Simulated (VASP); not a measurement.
# HgTe (Cmcm) in VASP: relaxation of cell and atoms with BLYP+D3(BJ)

Aim: the relaxation of cell and atoms of HgTe with BLYP+D3(BJ).

Everything below comes from runs of VASP 6.6.1. Logs are shortened: lines on timing, memory, paths and dates and some standing lists are left out, and cuts for length are marked.

### Step 1. The cell of the first run

The structure is orthorhombic, space group Cmcm (No. 63). Conventional cell: a = 5.985 Å, b = 6.934 Å, c = 5.798 Å, α = 90.00°, β = 90.00°, γ = 90.00°. Hg (site symmetry m2m) has 6 Te at 3.02 to 3.87 Å and 2 Hg at 3.63 Å within 4.0 Å. Te (site symmetry m2m) has 6 Hg at 3.02 to 3.87 Å within 4.0 Å.

### Step 2. Relaxation of cell and atoms, BLYP+D3(BJ)

Contents of INCAR:

```
PREC     = Accurate       # precision mode
ENCUT    = 500            # plane-wave cutoff, eV
EDIFF    = 1E-7           # SCF threshold, eV
ISMEAR   = 0              # smearing method
SIGMA    = 0.01           # smearing width, eV
LREAL    = F              # projectors in reciprocal space
LASPH    = T              # aspherical terms in the spheres
NELM     = 120            # most SCF steps
ALGO     = Normal         # electronic algorithm
ISIF     = 3              # what is computed and relaxed
LWAVE    = F              # write WAVECAR
LCHARG   = F              # write CHGCAR
GGA      = B5             # functional
ALDAX    = 1.0          
AGGAX    = 1.0          
AGGAC    = 1.0          
ALDAC    = 0.0          
IVDW     = 12             # dispersion correction
VDW_S6   = 1.0          
VDW_S8   = 2.6996       
VDW_A1   = 0.4298       
VDW_A2   = 4.2359       
IBRION   = 2              # ionic algorithm
NSW      = 80             # ionic steps
EDIFFG   = -0.02          # ionic threshold
GGA_COMPAT= F            
NELMIN   = 4
```

Contents of KPOINTS:

```
regular mesh
0
Gamma
  4 4 4
```

Contents of POSCAR:

```
HgTe
1.0
    2.9925200000     -3.4669300000      0.0000000000
    2.9925200000      3.4669300000      0.0000000000
    0.0000000000      0.0000000000      5.7981600000
Hg Te
2 2
Direct
    0.3430500000      0.6569500000      0.7500000000
    0.6569500000      0.3430500000      0.2500000000
    0.7848100000      0.2151900000      0.7500000000
    0.2151900000      0.7848100000      0.2500000000
```

Potentials or basis: VASP PAW PBE potentials, release 64 (Hg, Te).

Started as:

```sh
$ cat potpaw_PBE.64/Hg/POTCAR potpaw_PBE.64/Te/POTCAR > POTCAR
$ mpirun -np 1 vasp_std > vasp.out
```

OUTCAR:

```text
PREC = Accurate
   ENCUT = 500
   EDIFF = 1E-7
   ISMEAR = 0
   LREAL = F
   LASPH = T
   NELM = 120
   ISIF = 3
   GGA = B5
   IVDW = 12
   IBRION = 2
   NSW = 80
   EDIFFG = -0.02
   NELMIN = 4
 IVDW          = 12

 ion  position               nearest neighbor table
   1  0.343  0.657  0.750-   3 3.02   3 3.02   4 3.03   4 3.03   3 3.06   2 3.63   2 3.63
   2  0.657  0.343  0.250-   4 3.02   4 3.02   3 3.03   3 3.03   4 3.06   1 3.63   1 3.63
   3  0.785  0.215  0.750-   1 3.02   1 3.02   2 3.03   2 3.03   1 3.06
   4  0.215  0.785  0.250-   2 3.02   2 3.02   1 3.03   1 3.03   2 3.06

  LATTYP: Found a base centered orthorhombic cell.
 ALAT       =     5.9850400000
 B/A-ratio  =     1.1585319396
 C/A-ratio  =     0.9687754802

  Lattice vectors:

 A1 = (   2.9925200000,  -3.4669300000,   0.0000000000)
 A2 = (   2.9925200000,   3.4669300000,   0.0000000000)
 A3 = (   0.0000000000,   0.0000000000,   5.7981600000)

Analysis of symmetry for initial positions (statically):
=====================================================================
 Subroutine PRICEL returns:
 Original cell was already a primitive cell.

 Routine SETGRP: Setting up the symmetry group for a
 base centered orthorhombic supercell.

 Subroutine GETGRP returns: Found  8 space group operations
 (whereof  4 operations were pure point group operations)
 out of a pool of  8 trial point group operations.

The static configuration has the point symmetry C_2h.
 The point group associated with its full space group is D_2h.

Analysis of symmetry for dynamics (positions and initial velocities):
=====================================================================
 Subroutine PRICEL returns:
 Original cell was already a primitive cell.

 Routine SETGRP: Setting up the symmetry group for a
 base centered orthorhombic supercell.

 Subroutine GETGRP returns: Found  8 space group operations
 (whereof  4 operations were pure point group operations)
 out of a pool of  8 trial point group operations.

The dynamic configuration has the point symmetry C_2h.
 The point group associated with its full space group is D_2h.

 Subroutine INISYM returns: Found  8 space group operations
 (whereof  4 operations are pure point group operations),
 and found     1 'primitive' translations

----------------------------------------------------------------------------------------

                                     Primitive cell

  volume of cell :     120.3102

  direct lattice vectors                    reciprocal lattice vectors
     2.992520000 -3.466930000  0.000000000     0.167083261 -0.144219814  0.000000000
     2.992520000  3.466930000  0.000000000     0.167083261  0.144219814  0.000000000
     0.000000000  0.000000000  5.798160000     0.000000000  0.000000000  0.172468507

  length of vectors
     4.579823094  4.579823094  5.798160000     0.220717400  0.220717400  0.172468507

  position of ions in fractional coordinates (direct lattice)
     0.343050000  0.656950000  0.750000000
     0.656950000  0.343050000  0.250000000
     0.784810000  0.215190000  0.750000000
     0.215190000  0.784810000  0.250000000

  ion indices of the primitive-cell ions
   primitive index   ion index
                 1           1
                 2           2
                 3           3
                 4           4

----------------------------------------------------------------------------------------

 KPOINTS: regular mesh

Automatic generation of k-mesh.
 Grid dimensions read from file:
 generate k-points for:    4    4    4

 Generating k-lattice:

  Cartesian coordinates                     Fractional coordinates (reciprocal lattice)
     0.041770815 -0.036054954  0.000000000     0.250000000 -0.000000000  0.000000000
     0.041770815  0.036054954  0.000000000    -0.000000000  0.250000000  0.000000000
     0.000000000  0.000000000  0.043117127     0.000000000  0.000000000  0.250000000

  Length of vectors
     0.055179350  0.055179350  0.043117127

  Shift w.r.t. Gamma in fractional coordinates (k-lattice)
     0.000000000  0.000000000  0.000000000

 Subroutine IBZKPT returns following result:
 ===========================================

 Found     21 irreducible k-points:

 Following reciprocal coordinates:
            Coordinates               Weight
  0.000000  0.000000  0.000000      1.000000
  0.250000 -0.000000  0.000000      4.000000
  0.500000 -0.000000  0.000000      2.000000
  0.250000  0.250000  0.000000      2.000000
  0.500000  0.250000  0.000000      4.000000
 -0.250000  0.250000  0.000000      2.000000
[... 13 lines left out ...]
 -0.250000  0.250000  0.500000      2.000000
  0.500000  0.500000  0.500000      1.000000
   k-points           NKPTS =     21   k-points in BZ     NKDIM =     21   number of bands    NBANDS=     22
   number of dos      NEDOS =    301   number of ions     NIONS =      4
   total plane-waves  NPLWV =  54432
   dimension x,y,z NGX =    36 NGY =   36 NGZ =   42
   dimension x,y,z NGXF=    72 NGYF=   72 NGZF=   84
   ions per type =               2   2
   NGX,Y,Z   is equivalent  to a cutoff of  13.07, 13.07, 12.04 a.u.
   NGXF,Y,Z  is equivalent  to a cutoff of  26.14, 26.14, 24.08 a.u.
 SYSTEM =  unknown system
   PREC   = accura    normal or accurate (medium, high low for compatibility)
   ISTART =      0    job   : 0-new  1-cont  2-samecut
   ICHARG =      2    charge: 1-file 2-atom 10-const
   ISPIN  =      1    spin polarized calculation?
   LNONCOLLINEAR =      F non collinear calculations
   LSORBIT =      F    spin-orbit coupling
   LASPH  =      T    aspherical Exc in radial PAW
   ENCUT  =  500.0 eV  36.75 Ry    6.06 a.u.   8.35  8.35 10.57*2*pi/ulx,y,z
   NELM   =    120;   NELMIN=  4; NELMDL= -5     # of ELM steps
   EDIFF  = 0.1E-06   stopping-criterion for ELM
   LREAL  =      F    real-space projection
   EDIFFG = -.2E-01   stopping-criterion for IOM
   NSW    =     80    number of steps for IOM
   IBRION =      2    ionic relax: 0-MD 1-quasi-New 2-CG
   NFREE  =      1    steps in history (QN), initial steepest desc. (CG)
   ISIF   =      3    stress and relaxation
   ISYM   =      2    0-nonsym 1-usesym 2-fastsym
   POTIM  = 0.5000    time-step for ionic-motion
   TEBEG  =    0.0;   TEEND  =   0.0 temperature during run
   PSTRESS=    0.0 pullay stress
   NELECT =      36.0000    total number of electrons
   NUPDOWN=      -1.0000    fix difference up-down
   EMIN   =  10.00;   EMAX   =-10.00  energy-range for DOS
   EFERMI =   0.00;   METHOD = LEGACY
   ISMEAR =     0;   SIGMA  =   0.01  broadening in eV -4-tet -1-fermi 0-gaus
   EFERMI_NEDOS =   21; number of points for ismear=-14 and -15
   IALGO  =     38    algorithm
   IMIX   =      4    mixing-type and parameters
     AMIX     =   0.40;   BMIX     =  1.00
     AMIX_MAG =   1.60;   BMIX_MAG =  1.00
  volume/ion in A,a.u.               =      30.08       202.97
  Fermi-wavevector in a.u.,A,eV,Ry     =   1.094985  2.069222 16.313283  1.198992
  Thomas-Fermi vector in A             =   2.231300
   LORBIT       =      0    0 simple, 1 ext, 2 COOP (PROOUT), +10 PAW based schemes
   GGA     = B5    functional components
   LHFCALC =     F    Hartree Fock is set to
   AEXX    =    0.0000 exact exchange contribution
   IVDW    =    12    specifies the selected vdW correction
   LEPSILON=     F    determine dielectric tensor
   LRPA    =     F    only Hartree local field effects (RPA)
 conjugate gradient relaxation of ions
 non-spin polarized calculation
 Gauss-broadening in eV      SIGMA  =   0.01
  energy-cutoff  :      500.00
  volume of cell :      120.31
 maximum number of plane-waves:      3079
 NGX is ok and might be reduce to    36
   NGX = 17   NGY = 17   NGZ = 21

--------------------------------------- Ionic step        1  -------------------------------------------

 number of electron      35.9999993 magnetization

 Free energy of the ion-electron system (eV)
  ---------------------------------------------------
  ext. energy  EPLUGINS =         0.00000000
  ---------------------------------------------------
  free energy    TOTEN  =        -4.31828610 eV

  energy without entropy =       -4.31828610  energy(sigma->0) =       -4.31828610

------------------------ aborting loop because EDIFF is reached ----------------------------------------

 Edisp (eV)   -3.86674

 E8    (eV) :    -2.9078

  FORCE on cell =-STRESS in cart. coord.  units (eV):
  Direction    XX          YY          ZZ          XY          YZ          ZX
  --------------------------------------------------------------------------------------
  -------------------------------------------------------------------------------------
  Total      -0.68128    -1.06134    -0.77059     0.00000     0.00000     0.00000
  in kB      -9.07259   -14.13397   -10.26194     0.00000     0.00000     0.00000
  external pressure =      -11.16 kB  Pullay stress =        0.00 kB
[... 103 lines left out ...]
  FREE ENERGIE OF THE ION-ELECTRON SYSTEM (eV)
  ---------------------------------------------------
  free  energy   TOTEN  =        -8.1999171236 eV

  energy  without entropy=       -8.1999171236  energy(sigma->0) =       -8.19991712

[... ionic steps 4 to 7 ...]

--------------------------------------- Ionic step        8  -------------------------------------------

 number of electron      36.0000001 magnetization

------------------------ aborting loop because EDIFF is reached ----------------------------------------

 Edisp (eV)   -4.08049

 E8    (eV) :    -3.0696
[... 73 lines left out ...]
  energy  without entropy=       -8.2258278907  energy(sigma->0) =       -8.22582789

--------------------------------------- Ionic step       10  -------------------------------------------

 number of electron      36.0000000 magnetization

 Free energy of the ion-electron system (eV)
  ---------------------------------------------------
  ext. energy  EPLUGINS =         0.00000000
  ---------------------------------------------------
  free energy    TOTEN  =        -4.17041264 eV

  energy without entropy =       -4.17041264  energy(sigma->0) =       -4.17041264

 E-fermi :   4.7750     XC(G=0):  -9.1984

 val. band max:        4.7217940851   @ k =   0.2500  -0.0000   0.2500
 cond. band min:       4.8184360617   @ k =   0.5000   0.2500   0.0000
 fundamental gap:      0.0966419766
 Fermi energy:         4.7750454898

 k-point     1 :       0.0000    0.0000    0.0000
  band No.  band energies     occupation
      1      -7.2446      2.00000
      2      -6.0444      2.00000
      3      -2.1557      2.00000
      4      -2.1195      2.00000
      5      -1.9993      2.00000
      6      -1.9914      2.00000
[... 549 lines left out ...]
  FREE ENERGIE OF THE ION-ELECTRON SYSTEM (eV)
  ---------------------------------------------------
  free  energy   TOTEN  =        -8.2259673687 eV

  energy  without entropy=       -8.2259673687  energy(sigma->0) =       -8.22596737

 reached required accuracy - stopping structural energy minimisation
```

Run time: 15 min. Hardware: 1 thread of Intel Xeon 8259CL, shared host; peak memory 0.27 GiB.

Results:

```
Free energy                            : -8.2260 eV
Relaxed volume                         : 28.81 Å³/atom
Relaxed cell                           : a = 4.510 Å, b = 4.510 Å, c = 5.699 Å, α = 90.00°, β = 90.00°, γ = 96.23°
Space group after relaxing (to 0.05 Å) : Cmcm (No. 63)
Energy gained by relaxing              : 10.2 meV/atom
Ionic steps                            : 10
Pressure after relaxing                : 0.0 GPa
Largest force after relaxing           : 0.006 eV/Å
Band gap on the k mesh                 : zero (band 18 reaches 5.10 eV, above the bottom of band 19 at 3.03 eV)
Dispersion energy per atom             : -1.014 eV
```

Forces on the atoms (eV/Å):
```
Hg   0.000 -0.006  0.000
Hg   0.000  0.006  0.000
Te   0.000 -0.003  0.000
Te   0.000  0.003  0.000
```

Step by step:
```
step  energy change (eV)  largest force (eV/Å)  pressure (GPa)  volume (Å³)
   1              0.0000                0.1421           -1.12       120.31
   2             -0.0149                0.2114            0.21       116.70
   3             -0.0149                0.2128            0.23       116.64
   4             -0.0227                0.1910            0.20       116.26
   5             -0.0329                0.1144            0.16       115.12
   6             -0.0393                0.0301           -0.13       115.53
   7             -0.0398                0.0201           -0.24       115.69
   8             -0.0402                0.0179            0.30       114.54
   9             -0.0408                0.0073            0.06       115.04
  10             -0.0409                0.0058           -0.01       115.22
```

Final structure:
```yaml
crystal:
  lattice:
    - [3.01092, -3.35729, 0.00000]
    - [3.01092, 3.35729, 0.00000]
    - [0.00000, 0.00000, 5.69920]
  atoms:
    - { symbol: Hg, position: [0.33638, 0.66362, 0.75000] }
    - { symbol: Hg, position: [0.66362, 0.33638, 0.25000] }
    - { symbol: Te, position: [0.79803, 0.20197, 0.75000] }
    - { symbol: Te, position: [0.20197, 0.79803, 0.25000] }
```

Caveat: the PAW data sets were made with another functional, which shifts forces and pressure a little; spin-orbit coupling is left out, which moves the levels of the heavy elements; pairwise dispersion overbinds metals, which lowers pressure and volume.
